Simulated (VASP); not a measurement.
Wanted: the native input for a VASP 6.6.1 run.

| Quantity | Value |
| --- | --- |
| Task | single point |
| Functional | PBEsol |
| Potentials or basis | VASP PAW PBE potentials, release 64 (Li_sv, F) |
| Cutoff | 520 eV |
| k mesh | 10 × 10 × 10 |
| Occupations | gaussian, width 0.02 eV |
| Spin | no spin polarisation |
| Dipole correction | no |
| Further INCAR settings | ALGO = Normal; EDIFF = 1e-06; NBANDS = 12 |

The structure of LiF lies in POSCAR:

```
LiF
1.0
    0.0000000000      2.0412292800      2.0412292800
    2.0412292800      0.0000000000      2.0412292800
    2.0412292800      2.0412292800      0.0000000000
Li F
1 1
Direct
    0.0000000000      0.0000000000      0.0000000000
    0.5000000000      0.5000000000      0.5000000000
```

This cell differs from its parent crystal: strained.

The input as run:

INCAR

```
SYSTEM = LiF
PREC = Accurate
ENCUT = 520
EDIFF = 1E-6
ISMEAR = 0
SIGMA = 0.02
LREAL = .False.
LASPH = .True.
NELM = 80
ALGO = Normal
ISIF = 2
LWAVE = .False.
LCHARG = .True.
GGA = PS
LELF = .True.
LVHAR = .True.
NBANDS = 12
```

KPOINTS

```
Automatic mesh
0
Gamma
  10 10 10
  0 0 0
```

Potentials or basis: VASP PAW PBE potentials, release 64 (Li_sv, F).

Command:

```sh
$ cat potpaw_PBE.64/Li_sv/POTCAR potpaw_PBE.64/F/POTCAR > POTCAR
$ mpirun -np 1 vasp_std > vasp.out
```

Results of the run:

```yaml
Band_gap_on_the_k_mesh: 8.57 eV
```

Caveat: the cell differs from its parent crystal (strained).

Wall time 5.4 s on 1 thread of Intel(R) Xeon(R) Platinum 8375C CPU @ 2.90GHz (Ice Lake), with other jobs on the host, peak memory 0.13 GiB.
